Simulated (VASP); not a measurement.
## PbO: single point with LDA

The system is PbO.

```
Pb O
1.0
     3.81542    0.00000    0.00000
     0.00000    4.13338    0.00000
     0.00000    0.00000    5.02200
Pb O
2 2
Direct
  0.00000 0.50000 0.23510
  0.50000 0.00000 0.76490
  0.00000 0.00000 0.00000
  0.50000 0.50000 0.00000
```

This cell differs from its parent crystal: strain -0.0400 x Voigt [1, -1, 0, 0, 0, 0].

```yaml
Program: VASP 6.6.1
Task: single point
Functional: LDA
Potentials_or_basis: VASP PAW LDA potentials, release 64 (Pb_d, O)
Cutoff: 520 eV
k_mesh: 8 × 8 × 6
Occupations: gaussian, width 0.05 eV
Spin: no spin polarisation
Dipole_correction: no
Further_INCAR_settings: ALGO = Normal; EDIFF = 1e-06; NBANDS = 28
```

| Item | Value |
| --- | --- |
| Pressure | -1.0 GPa |
| Largest force | 0.610 eV/Å |
| Band gap on the k mesh | 1.16 eV, indirect (least direct gap 2.27 eV) |

Forces in eV/Å, atoms in the order of the input:
```
Pb   0.000  0.000  0.050
Pb   0.000  0.000 -0.050
O    0.000  0.000  0.610
O    0.000  0.000 -0.610
```

Stress tensor (GPa, compression positive):
```
 1.77  0.00  0.00
 0.00 -4.03  0.00
 0.00  0.00 -0.60
```

Levels at points of the mesh, in eV from the valence-band top:
```
           k point  band 18  band 19  band 20  band 21  band 22  band 23
(0.00, 0.00, 0.00)    -1.81    -1.60    -0.06     2.30     5.02     5.24
(0.50, 0.00, 0.00)    -3.14    -1.71    -1.71     3.37     3.37     6.13
(0.00, 0.50, 0.00)    -3.13    -1.72    -1.72     3.23     3.23     6.19
(0.50, 0.50, 0.00)    -1.69    -1.16    -1.16     1.16     1.16     5.20
(0.00, 0.00, 0.50)    -1.79    -1.62    -1.00     1.82     3.23     4.15
(0.50, 0.00, 0.50)    -3.10    -1.15    -1.15     3.20     3.20     5.79
(0.00, 0.50, 0.50)    -3.10    -0.94    -0.94     2.78     2.78     6.80
(0.50, 0.50, 0.50)    -2.27    -1.17    -1.17     3.40     3.40     4.59
```

Run time: 3.8 min on 1 thread of Intel Xeon 8259CL, on a shared host, peak memory 0.29 GiB.

Caveat: the cell differs from its parent crystal (strain -0.0400 x Voigt [1, -1, 0, 0, 0, 0]); spin-orbit coupling is left out, which moves the levels of the heavy elements. A k mesh can miss the band edges.
